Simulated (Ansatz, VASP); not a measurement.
## Cu: VASP beside Ansatz

The input INCAR:

```
PREC = Accurate
ENCUT = 520
EDIFF = 1E-6
ISMEAR = 0
SIGMA = 0.15
LREAL = False
LASPH = True
NELM = 80
ALGO = Fast
ISIF = 2
LWAVE = False
LCHARG = False
GGA = PS
NBANDS = 18
```

Contents of KPOINTS:

```
regular mesh
0
Gamma
  14 14 14
```

The input POSCAR:

```
Cu
1.0
    1.2147975456     -3.9598457502      0.0000000000
    1.2147975456      3.9598457502      0.0000000000
    0.0000000000      0.0000000000      2.4677050577
Cu
2
Direct
    0.1264709797      0.8588272892      0.2536728326
    0.8735290203      0.1411727108      0.7463271674
```

Input for Ansatz:

```yaml
crystal:
  lattice:
    - [1.2147975456, -3.9598457502, 0.0]
    - [1.2147975456, 3.9598457502, 0.0]
    - [0.0, 0.0, 2.4677050577]
  atoms:
    - { symbol: Cu, position: [0.1264709797, 0.8588272892, 0.2536728326] }
    - { symbol: Cu, position: [0.8735290203, 0.1411727108, 0.7463271674] }
basis:
  ecutwfc: 420
kpoints:
  mp_grid: { grid: [14, 14, 14] }
hamiltonian:
  xc: pbesol
scf:
  occupations: { method: gaussian, width: 0.15 }
output:
  forces: true
  stress: true
  eigenvalues: true
```

Change from the starting cell: all atoms moved at random, sigma 0.02 Å a component.

Alike in both runs: task single point; functional PBEsol; k mesh 14 × 14 × 14; occupations gaussian, width 0.15 eV; no spin polarisation.

|  | VASP | Ansatz |
| --- | --- | --- |
| version | VASP 6.6.1 | Ansatz 0.2.0 |
| potentials or method | VASP PAW PBE potentials, release 64 (Cu), cutoff 520 eV | scalar-relativistic, plane waves, PAW |
| valence electrons in the cell | 22 | 38 |

|  | VASP | Ansatz | Ansatz less VASP |
| --- | --- | --- | --- |
| gap on the k mesh at the Fermi level (eV) | none | none | - |
| pressure (GPa) | 1.1 | 0.1 | -1.06 |
| traceless stress, the component that is largest in VASP (GPa) | 1.02 | 1.02 | -0.003 |
| rms of the force components (eV/Å) | 0.037 | 0.037 | +0.0001 |

VASP's potentials were made for PBE, not for PBEsol. Atom by atom the forces differ by 0.003 eV/Å (rms over components). A gap of «none» marks a metal or a gap that the smearing closes. The functional is the same, so the differences come from potentials, cutoffs and numerics. VASP's potentials hold 22 valence electrons a cell and Ansatz's 38, so a difference there can come from the potentials and not from the codes.
